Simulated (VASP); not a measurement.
# Sr (Immm) in VASP: further runs

Sr is run at these levels: PBEsol; tasks: single point.

Everything below comes from runs of VASP 6.6.1. Logs are shortened: lines on timing, memory, paths and dates and some standing lists are left out, and cuts for length are marked.

## Step 1: The cell of the first run

The structure is orthorhombic, space group Immm (No. 71). Conventional cell: a = 4.260 Å, b = 4.346 Å, c = 6.085 Å, α = 90.00°, β = 90.00°, γ = 90.00°. Within 5.6 Å of Sr (site symmetry mmm) lie 12 Sr at 4.26 to 4.35 Å.

## Step 2: Single point, PBEsol (strain -0.0200 x Voigt [0, 0, 0, 0, 0, 1])

Input file INCAR:

```
SYSTEM = Sr
ALGO = Fast ; EDIFF = 1E-7
ENCUT = 520 ; GGA = PS
ISIF = 2 ; ISMEAR = 0
LASPH = .True. ; LCHARG = .False.
LREAL = .False. ; LWAVE = .False.
NBANDS = 11 ; NELM = 80
PREC = Accurate ; SIGMA = 0.03
```

Input file KPOINTS:

```
k-points
0
Gamma
  10 10 10
  0 0 0
```

Input file POSCAR:

```
Sr
1.0
   -0.0304235000      3.0423500000      3.0423500000
    3.0423500000     -0.0304235000      3.0423500000
    3.0119265000      3.0119265000      0.0000000000
Sr
1
Direct
    0.0000000000      0.0000000000      0.0000000000
```

Potentials or basis: VASP PAW PBE potentials, release 64 (Sr_sv).

Launch:

```sh
$ cat potpaw_PBE.64/Sr_sv/POTCAR > POTCAR
$ mpirun -np 1 vasp_std > vasp.out
```

OUTCAR:

```text
SYSTEM = Sr
   EDIFF = 1E-7
   ENCUT = 520
   GGA = PS
   ISIF = 2
   ISMEAR = 0
   LASPH = .True.
   LREAL = .False.
   NELM = 80
   PREC = Accurate

 ion  position               nearest neighbor table
   1  0.000  0.000  0.000-

  LATTYP: Found a body centered orthorhombic cell.
 ALAT       =     4.2595073052
 B/A-ratio  =     1.0202020202
 C/A-ratio  =     1.4284985479

  Lattice vectors:

 A1 = (   0.0304235000,  -3.0423500000,  -3.0423500000)
 A2 = (  -0.0304235000,   3.0423500000,  -3.0423500000)
 A3 = (   3.0423500000,  -0.0304235000,   3.0423500000)

Analysis of symmetry for initial positions (statically):
=====================================================================
 Subroutine PRICEL returns:
 Original cell was already a primitive cell.

 Routine SETGRP: Setting up the symmetry group for a
 body centered orthorhombic supercell.

 Subroutine GETGRP returns: Found  8 space group operations
 (whereof  8 operations were pure point group operations)
 out of a pool of  8 trial point group operations.

The static configuration has the point symmetry D_2h.

Analysis of symmetry for dynamics (positions and initial velocities):
=====================================================================
 Subroutine PRICEL returns:
 Original cell was already a primitive cell.

 Routine SETGRP: Setting up the symmetry group for a
 body centered orthorhombic supercell.

 Subroutine GETGRP returns: Found  8 space group operations
 (whereof  8 operations were pure point group operations)
 out of a pool of  8 trial point group operations.

The dynamic configuration has the point symmetry D_2h.

 Subroutine INISYM returns: Found  8 space group operations
 (whereof  8 operations are pure point group operations),
 and found     1 'primitive' translations

----------------------------------------------------------------------------------------

                                     Primitive cell

  volume of cell :      56.3137

  direct lattice vectors                    reciprocal lattice vectors
    -0.030423500  3.042350000  3.042350000    -0.162719445  0.162719445  0.164346640
     3.042350000 -0.030423500  3.042350000     0.162719445 -0.162719445  0.164346640
     3.011926500  3.011926500  0.000000000     0.166006707  0.166006707 -0.164346640

  length of vectors
     4.302640193  4.302640193  4.259507305     0.282780929  0.282780929  0.286576816

  position of ions in fractional coordinates (direct lattice)
     0.000000000  0.000000000  0.000000000

  ion indices of the primitive-cell ions
   primitive index   ion index
                 1           1

----------------------------------------------------------------------------------------

 KPOINTS: k-points

Automatic generation of k-mesh.
 Grid dimensions read from file:
 generate k-points for:   10   10   10

 Generating k-lattice:

  Cartesian coordinates                     Fractional coordinates (reciprocal lattice)
    -0.016271945  0.016271945  0.016434664     0.100000000  0.000000000  0.000000000
     0.016271945 -0.016271945  0.016434664     0.000000000  0.100000000  0.000000000
     0.016600671  0.016600671 -0.016434664    -0.000000000 -0.000000000  0.100000000

  Length of vectors
     0.028278093  0.028278093  0.028657682

  Shift w.r.t. Gamma in fractional coordinates (k-lattice)
     0.000000000  0.000000000  0.000000000

 Subroutine IBZKPT returns following result:
 ===========================================

 Found    171 irreducible k-points:

 Following reciprocal coordinates:
            Coordinates               Weight
  0.000000  0.000000  0.000000      1.000000
  0.100000 -0.000000  0.000000      4.000000
  0.200000 -0.000000  0.000000      4.000000
  0.300000 -0.000000  0.000000      4.000000
  0.400000 -0.000000  0.000000      4.000000
  0.500000 -0.000000  0.000000      2.000000
[... 16 lines left out ...]
  0.300000  0.300000  0.000000      2.000000
  0.400000  0.300000  0.000000      4.000000
 [... further k-points ...]
   k-points           NKPTS =    171   k-points in BZ     NKDIM =    171   number of bands    NBANDS=     11
   number of dos      NEDOS =    301   number of ions     NIONS =      1
   total plane-waves  NPLWV =  32768
   dimension x,y,z NGX =    32 NGY =   32 NGZ =   32
   dimension x,y,z NGXF=    64 NGYF=   64 NGZF=   64
   ions per type =               1
   NGX,Y,Z   is equivalent  to a cutoff of  12.36, 12.36, 12.49 a.u.
   NGXF,Y,Z  is equivalent  to a cutoff of  24.73, 24.73, 24.98 a.u.
 SYSTEM =  Sr
   PREC   = accura    normal or accurate (medium, high low for compatibility)
   ISTART =      0    job   : 0-new  1-cont  2-samecut
   ICHARG =      2    charge: 1-file 2-atom 10-const
   ISPIN  =      1    spin polarized calculation?
   LNONCOLLINEAR =      F non collinear calculations
   LSORBIT =      F    spin-orbit coupling
   LASPH  =      T    aspherical Exc in radial PAW
   ENCUT  =  520.0 eV  38.22 Ry    6.18 a.u.   8.00  8.00  7.92*2*pi/ulx,y,z
[... 29 lines left out ...]
   IVDW    =     0    specifies the selected vdW correction
   LEPSILON=     F    determine dielectric tensor
   LRPA    =     F    only Hartree local field effects (RPA)
 non-spin polarized calculation
 RMM-DIIS sequential band-by-band and
 Gauss-broadening in eV      SIGMA  =   0.03
  energy-cutoff  :      520.00
  volume of cell :       56.31
 maximum number of plane-waves:      1540
   NGX = 15   NGY = 15   NGZ = 15

 number of electron      10.0000000 magnetization

 Free energy of the ion-electron system (eV)
  ---------------------------------------------------
  ext. energy  EPLUGINS =         0.00000000
  ---------------------------------------------------
  free energy    TOTEN  =        -1.82497879 eV

  energy without entropy =       -1.82397785  energy(sigma->0) =       -1.82447832

 E-fermi :   1.4368     XC(G=0):  -7.3582

 val. band max:        1.4357603680   @ k =  -0.3000  -0.0000   0.4000
 cond. band min:       1.4530028503   @ k =  -0.3000   0.4000   0.2000
 fundamental gap:      0.0172424823
 Fermi energy:         1.4368392816

 k-point     1 :       0.0000    0.0000    0.0000
  band No.  band energies     occupation
      1     -35.1673      2.00000
      2     -17.0737      2.00000
      3     -17.0720      2.00000
      4     -17.0712      2.00000
      5      -2.2049      2.00000
      6       3.6464      0.00000
      7       3.7191      0.00000
      8       3.8033      0.00000
      9       5.1624      0.00000
     10       5.1639      0.00000
     11       8.4564      0.00000

 k-point     2 :       0.1000   -0.0000    0.0000
  band No.  band energies     occupation
      1     -35.1662      2.00000
      2     -17.0889      2.00000
      3     -17.0761      2.00000
      4     -17.0739      2.00000
      5      -2.0500      2.00000
      6       3.4374      0.00000
      7       3.7599      0.00000
      8       3.8733      0.00000
      9       5.0774      0.00000
     10       5.0810      0.00000
     11       8.8433      0.00000

 k-point     3 :       0.2000   -0.0000    0.0000
  band No.  band energies     occupation
      1     -35.1632      2.00000
      2     -17.1340      2.00000
      3     -17.0824      2.00000
      4     -17.0795      2.00000
      5      -1.6060      2.00000
      6       2.9217      0.00000
      7       3.8399      0.00000
      8       3.9676      0.00000
      9       5.0230      0.00000
     10       5.0396      0.00000
     11       8.5407      0.00000

 k-point     4 :       0.3000   -0.0000    0.0000
  band No.  band energies     occupation
      1     -35.1595      2.00000
      2     -17.1889      2.00000
      3     -17.0902      2.00000
      4     -17.0863      2.00000
      5      -0.9391      2.00000
      6       2.3400      0.00000
      7       3.7488      0.00000
      8       3.8746      0.00000
      9       5.3238      0.00000
     10       5.3681      0.00000
     11       7.6988      0.00000
[... 239 lines left out ...]
 k-point    22 :      -0.2000    0.2000    0.0000
  band No.  band energies     occupation
      1     -35.1583      2.00000
      2     -17.1750      2.00000
      3     -17.1239      2.00000
      4     -17.0896      2.00000
      5      -0.7069      2.00000
      6       2.4530      0.00000
      7       3.1283      0.00000
      8       4.3297      0.00000
      9       4.6024      0.00000
     10       5.9919      0.00000
     11       7.9909      0.00000

 k-point    23 :       0.3000    0.3000    0.0000
  band No.  band energies     occupation
      1     -35.1564      2.00000
      2     -17.1868      2.00000
      3     -17.1163      2.00000
      4     -17.1160      2.00000
      5      -0.5178      2.00000
      6       2.2663      0.00000
      7       3.1075      0.00000
      8       4.6150      0.00000
      9       4.7629      0.00000
     10       5.7845      0.00000
     11       9.0892      0.00000

 k-point    24 :       0.4000    0.3000    0.0000
  band No.  band energies     occupation
      1     -35.1540      2.00000
      2     -17.2111      2.00000
      3     -17.1288      2.00000
      4     -17.1234      2.00000
      5       0.0390      2.00000
      6       2.0384      0.00000
      7       2.7397      0.00000
      8       4.8997      0.00000
      9       5.0944      0.00000
     10       6.0963      0.00000
     11       7.6185      0.00000

 [... further k-points ...]
[... 5 lines left out ...]
  --------------------------------------------------------------------------------------
  -------------------------------------------------------------------------------------
  Total       -0.3186249     -0.3186249     -0.3040510      0.0314217     -0.0000000     -0.0000000
  in kB       -9.0651752     -9.0651752     -8.6505332      0.8939759     -0.0000000     -0.0000000
  external PRESSURE =      -8.9269612 kB  Pullay stress =       0.0000000 kB

 VOLUME and BASIS-vectors are now :
 -----------------------------------------------------------------------------
  energy-cutoff  :      520.00
  volume of cell :       56.31
      direct lattice vectors                 reciprocal lattice vectors
    -0.030423500  3.042350000  3.042350000    -0.162719445  0.162719445  0.164346640
     3.042350000 -0.030423500  3.042350000     0.162719445 -0.162719445  0.164346640
     3.011926500  3.011926500  0.000000000     0.166006707  0.166006707 -0.164346640

 POSITION                                       TOTAL-FORCE (eV/Angst)
 -----------------------------------------------------------------------------------
      0.00000      0.00000      0.00000         0.000000      0.000000      0.000000
 -----------------------------------------------------------------------------------
    total drift:                                0.000000      0.000000      0.000000

  FREE ENERGIE OF THE ION-ELECTRON SYSTEM (eV)
  ---------------------------------------------------
  free  energy   TOTEN  =        -1.8249787909 eV

  energy  without entropy=       -1.8239778501  energy(sigma->0) =       -1.82447832
```

Wall time 38 s (1 thread of Intel Xeon 6975P-C (Granite Rapids), shared host); peak memory 0.25 GiB.

What came out:

| Item | Value |
| --- | --- |
| Free energy | -1.8250 eV |
| Pressure | -0.9 GPa |
| Band gap on the k mesh | zero (band 5 reaches 1.49 eV, above the bottom of band 6 at 1.40 eV) |

Caveat: the cell differs from its parent crystal (strain -0.0200 x Voigt [0, 0, 0, 0, 0, 1]); the PAW data sets were made with another functional, which shifts forces and pressure a little.

## Step 3: Single point, PBEsol (strain +0.0150 x Voigt [0, 0, 0, 0, 0, 1])

Input file INCAR:

```
SYSTEM = Sr
ALGO = Normal
EDIFF = 1E-6
ENCUT = 520
GGA = PS
ISIF = 2
ISMEAR = 0
LASPH = .True.
LCHARG = .False.
LREAL = .False.
LWAVE = .False.
NBANDS = 11
NELM = 60
PREC = Accurate
SIGMA = 0.03
```

KPOINTS is that of step 2.

Input file POSCAR:

```
Sr
1.0
    0.0228176250      3.0423500000      3.0423500000
    3.0423500000      0.0228176250      3.0423500000
    3.0651676250      3.0651676250      0.0000000000
Sr
1
Direct
    0.0000000000      0.0000000000      0.0000000000
```

Potentials or basis: VASP PAW PBE potentials, release 64 (Sr_sv).

Launch:

```sh
$ cat potpaw_PBE.64/Sr_sv/POTCAR > POTCAR
$ mpirun -np 1 vasp_std > vasp.out
```

Wall time 23 s (1 thread of Intel Xeon 6975P-C (Granite Rapids), shared host); peak memory 0.24 GiB.

Results (log left out):

```
Free energy            : -1.8251 eV
Pressure               : -0.9 GPa
Band gap on the k mesh : zero (band 5 reaches 1.48 eV, above the bottom of band 6 at 1.40 eV)
```

Stress tensor (GPa, compression positive):
```
-0.91 -0.06  0.00
-0.06 -0.91  0.00
 0.00  0.00 -0.87
```

Levels at points of the mesh, in eV from the Fermi level:
| k point | band 3 | band 4 | band 5 | band 6 | band 7 | band 8 |
| --- | --- | --- | --- | --- | --- | --- |
| (0.00, 0.00, 0.00) | -18.51 | -18.51 | -3.64 | 2.23 | 2.29 | 2.35 |
| (0.50, 0.00, 0.00) | -18.54 | -18.53 | -1.12 | 0.06 | 2.08 | 2.17 |
| (0.50, 0.50, 0.00) | -18.58 | -18.57 | -0.64 | 0.34 | 0.98 | 4.75 |
| (0.00, 0.00, 0.50) | -18.53 | -18.53 | -1.17 | 0.00 | 2.11 | 2.20 |
| (0.50, 0.00, 0.50) | -18.57 | -18.57 | -0.64 | 0.34 | 0.99 | 4.75 |

Caveat: the cell differs from its parent crystal (strain +0.0150 x Voigt [0, 0, 0, 0, 0, 1]); the PAW data sets were made with another functional, which shifts forces and pressure a little.

## Step 4: Single point, PBEsol (strain -0.0100 x Voigt [0, 0, 0, 0, 0, 1])

Input file INCAR:

```
  PREC = Accurate
  ENCUT = 520
  EDIFF = 1E-7
  ISMEAR = 0
  SIGMA = 0.03
  LREAL = False
  LASPH = True
  NELM = 80
  ALGO = Normal
  ISIF = 2
  LWAVE = False
  LCHARG = False
  GGA = PS
  NBANDS = 11
```

Input file KPOINTS:

```
regular mesh
0
Gamma
  10 10 10
```

Input file POSCAR:

```
Sr
1.0
   -0.0152117500      3.0423500000      3.0423500000
    3.0423500000     -0.0152117500      3.0423500000
    3.0271382500      3.0271382500      0.0000000000
Sr
1
Direct
    0.0000000000      0.0000000000      0.0000000000
```

Launch:

```sh
$ cat potpaw_PBE.64/Sr_sv/POTCAR > POTCAR
$ mpirun -np 1 vasp_std > vasp.out
```

Run time: 25 s. Hardware: 1 thread of Intel Xeon 6975P-C (Granite Rapids), shared host; peak memory 0.24 GiB.

It converged, with:

* Free energy: -1.8252 eV
* Pressure: -0.9 GPa
* Band gap on the k mesh: zero (band 5 reaches 1.48 eV, above the bottom of band 6 at 1.41 eV)

Levels at points of the mesh, in eV from the Fermi level:
| k point | band 3 | band 4 | band 5 | band 6 | band 7 | band 8 |
| --- | --- | --- | --- | --- | --- | --- |
| (0.00, 0.00, 0.00) | -18.51 | -18.51 | -3.64 | 2.25 | 2.29 | 2.33 |
| (0.50, 0.00, 0.00) | -18.53 | -18.53 | -1.16 | 0.01 | 2.12 | 2.18 |
| (0.50, 0.50, 0.00) | -18.57 | -18.57 | -0.64 | 0.34 | 0.99 | 4.75 |
| (0.00, 0.00, 0.50) | -18.53 | -18.53 | -1.13 | 0.05 | 2.10 | 2.16 |
| (0.50, 0.00, 0.50) | -18.57 | -18.57 | -0.64 | 0.34 | 0.99 | 4.75 |

Caveat: the cell differs from its parent crystal (strain -0.0100 x Voigt [0, 0, 0, 0, 0, 1]); the PAW data sets were made with another functional, which shifts forces and pressure a little.

## Step 5: Single point, PBEsol (strain +0.0050 x Voigt [0, 0, 0, 0, 0, 1])

Input file INCAR:

```
SYSTEM = Sr
ALGO = Normal
EDIFF = 1E-7
ENCUT = 520
GGA = PS
ISIF = 2
ISMEAR = 0
LASPH = .TRUE.
LCHARG = .FALSE.
LREAL = .FALSE.
LWAVE = .FALSE.
NBANDS = 11
NELM = 60
PREC = Accurate
SIGMA = 0.03
```

Input file KPOINTS:

```
k-points
0
G
  10 10 10
  0 0 0
```

Input file POSCAR:

```
Sr
1.0
    0.0076058750      3.0423500000      3.0423500000
    3.0423500000      0.0076058750      3.0423500000
    3.0499558750      3.0499558750      0.0000000000
Sr
1
Direct
    0.0000000000      0.0000000000      0.0000000000
```

Launch:

```sh
$ cat potpaw_PBE.64/Sr_sv/POTCAR > POTCAR
$ mpirun -np 1 vasp_std > vasp.out
```

Run time: 25 s. Hardware: 1 thread of Intel Xeon 6975P-C (Granite Rapids), shared host; peak memory 0.24 GiB.

Results (log left out):

- Free energy: -1.8252 eV
- Pressure: -0.9 GPa
- Band gap on the k mesh: zero (band 5 reaches 1.47 eV, above the bottom of band 6 at 1.41 eV)

Levels at points of the mesh, in eV from the Fermi level:
```csv
k point,band 1,band 2,band 3,band 4,band 5,band 6,band 7,band 8,band 9,band 10
"(0.00, 0.00, 0.00)",-36.60,-18.51,-18.51,-18.51,-3.64,2.27,2.29,2.31,3.73,3.73
"(0.50, 0.00, 0.00)",-36.59,-18.69,-18.53,-18.53,-1.14,0.04,2.12,2.15,4.74,4.76
"(0.50, 0.50, 0.00)",-36.58,-18.68,-18.57,-18.57,-0.64,0.34,0.99,4.75,5.04,5.04
"(0.00, 0.00, 0.50)",-36.59,-18.69,-18.53,-18.53,-1.15,0.02,2.13,2.16,4.73,4.75
"(0.50, 0.00, 0.50)",-36.58,-18.68,-18.57,-18.57,-0.64,0.34,0.99,4.75,5.04,5.04
```

Caveat: the cell differs from its parent crystal (strain +0.0050 x Voigt [0, 0, 0, 0, 0, 1]); the PAW data sets were made with another functional, which shifts forces and pressure a little.

## Step 6: Single point, PBEsol (strain +0.0175 x Voigt [0, 0, 0, 0, 0, 1])

Input file INCAR:

```
ALGO = Fast ; EDIFF = 1E-6
ENCUT = 520 ; GGA = PS
ISIF = 2 ; ISMEAR = 0
LASPH = True ; LCHARG = True
LELF = True ; LREAL = False
LVHAR = True ; LWAVE = False
NBANDS = 11 ; NELM = 80
PREC = Accurate ; SIGMA = 0.03
```

Input file KPOINTS:

```
k-points
0
Gamma
  10 10 10
```

Input file POSCAR:

```
Sr
1.0
    0.0266205625      3.0423500000      3.0423500000
    3.0423500000      0.0266205625      3.0423500000
    3.0689705625      3.0689705625      0.0000000000
Sr
1
Direct
    0.0000000000      0.0000000000      0.0000000000
```

Potentials or basis: VASP PAW PBE potentials, release 64 (Sr_sv).

Launch:

```sh
$ cat potpaw_PBE.64/Sr_sv/POTCAR > POTCAR
$ mpirun -np 1 vasp_std > vasp.out
```

It took 28 s on 1 thread of Intel Xeon 6975P-C (Granite Rapids), shared host; peak memory 0.25 GiB.

The run converged. Its results:

| Quantity | Value |
| --- | --- |
| Free energy | -1.8250 eV |
| Pressure | -0.9 GPa |
| Band gap on the k mesh | zero (band 5 reaches 1.48 eV, above the bottom of band 6 at 1.40 eV) |

Stress tensor (GPa, compression positive):
```
-0.91 -0.07  0.00
-0.07 -0.91  0.00
 0.00  0.00 -0.87
```

Levels at points of the mesh, in eV from the Fermi level:
| k point | band 1 | band 2 | band 3 | band 4 | band 5 | band 6 | band 7 | band 8 | band 9 | band 10 |
| --- | --- | --- | --- | --- | --- | --- | --- | --- | --- | --- |
| (0.00, 0.00, 0.00) | -36.60 | -18.51 | -18.51 | -18.51 | -3.64 | 2.22 | 2.28 | 2.36 | 3.73 | 3.73 |
| (0.50, 0.00, 0.00) | -36.59 | -18.70 | -18.54 | -18.53 | -1.12 | 0.06 | 2.07 | 2.18 | 4.72 | 4.78 |
| (0.50, 0.50, 0.00) | -36.59 | -18.68 | -18.58 | -18.58 | -0.64 | 0.33 | 0.98 | 4.75 | 5.03 | 5.05 |
| (0.00, 0.00, 0.50) | -36.59 | -18.69 | -18.54 | -18.53 | -1.17 | 0.00 | 2.10 | 2.21 | 4.70 | 4.77 |
| (0.50, 0.00, 0.50) | -36.59 | -18.68 | -18.58 | -18.58 | -0.64 | 0.34 | 0.99 | 4.75 | 5.04 | 5.07 |

Caveat: the cell differs from its parent crystal (strain +0.0175 x Voigt [0, 0, 0, 0, 0, 1]); the PAW data sets were made with another functional, which shifts forces and pressure a little.

## Step 7: Summary

```tsv
cell	gap on the mesh (eV)	pressure (GPa)
a = 4.303, b = 4.303, c = 4.260 Å, angles 60.3, 60.3, 60.7°, 1 atom	none	-0.9
a = 4.303, b = 4.303, c = 4.335 Å, angles 59.8, 59.8, 59.5°, 1 atom	none	-0.9
a = 4.303, b = 4.303, c = 4.281 Å, angles 60.2, 60.2, 60.3°, 1 atom	none	-0.9
a = 4.303, b = 4.303, c = 4.313 Å, angles 59.9, 59.9, 59.8°, 1 atom	none	-0.9
a = 4.303, b = 4.303, c = 4.340 Å, angles 59.7, 59.7, 59.4°, 1 atom	none	-0.9
```

Alike in all rows: task single point; level PBEsol; potentials or basis VASP PAW PBE potentials, release 64 (Sr_sv); no spin polarisation; k mesh 10 × 10 × 10; cutoff (eV) 520; smearing gaussian 0.03 eV.

Caveats: the PAW data sets were made with another functional, which shifts forces and pressure a little.

Total energies depend on the potentials used, so only differences within one code and one set of settings carry meaning.
